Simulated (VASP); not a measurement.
A run of VASP 6.6.1 is set up as follows.

POSCAR

```
Sb
1.0
    3.3038250164      0.0000000000      0.0000000000
   -1.6519125082      2.8611963939      0.0000000000
    0.0000000000      0.0000000000      5.4945436849
Sb
2
Direct
    0.3333333333      0.6666666667      0.2500000000
    0.6666666667      0.3333333333      0.7500000000
```

Contents of INCAR.step1:

```
PREC     = Accurate       # precision mode
ENCUT    = 520            # plane-wave cutoff, eV
ISMEAR   = -1             # smearing method
SIGMA    = 0.1            # smearing width, eV
LREAL    = False          # projectors in reciprocal space
LASPH    = True           # aspherical terms in the spheres
NELM     = 80             # most SCF steps
NBANDS   = 12             # bands
GGA      = PE             # functional
ALGO     = Normal         # electronic algorithm
EDIFF    = 1E-4           # SCF threshold, eV
LWAVE    = True           # write WAVECAR
LCHARG   = False          # write CHGCAR
```

INCAR.step2

```
PREC     = Accurate       # precision mode
ENCUT    = 520            # plane-wave cutoff, eV
EDIFF    = 1E-7           # SCF threshold, eV
ISMEAR   = -1             # smearing method
SIGMA    = 0.1            # smearing width, eV
LREAL    = False          # projectors in reciprocal space
LASPH    = True           # aspherical terms in the spheres
NELM     = 80             # most SCF steps
ALGO     = Normal         # electronic algorithm
ISIF     = 2              # what is computed and relaxed
LWAVE    = False          # write WAVECAR
LCHARG   = True           # write CHGCAR
METAGGA  = R2SCAN         # meta-GGA
LMIXTAU  = True         
LELF     = True           # ELF
LVHAR    = True         
NBANDS   = 12             # bands
ISTART   = 1
```

Contents of KPOINTS:

```
regular mesh
0
Gamma
  12 12 7
```

Potentials or basis: VASP PAW PBE potentials, release 64 (Sb).

Command:

```console
$ cat potpaw_PBE.64/Sb/POTCAR > POTCAR
$ cp INCAR.step1 INCAR
$ mpirun -np 1 vasp_std > vasp.out
$ cp INCAR.step2 INCAR
$ mpirun -np 1 vasp_std > vasp.out
```

Question: Estimate the band gap on the k mesh.

Answer: Zero (band 5 reaches 13.79 eV, above the bottom of band 6 at 5.72 eV).

Question: Predict the pressure.

Answer: 2.9 GPa.

Stress tensor (GPa, compression positive):
```
3.34 0.00 0.00
0.00 3.34 0.00
0.00 0.00 2.15
```

Caveat: the PAW data sets were made with another functional, which shifts forces and pressure a little; spin-orbit coupling is left out, which moves the levels of the heavy elements.
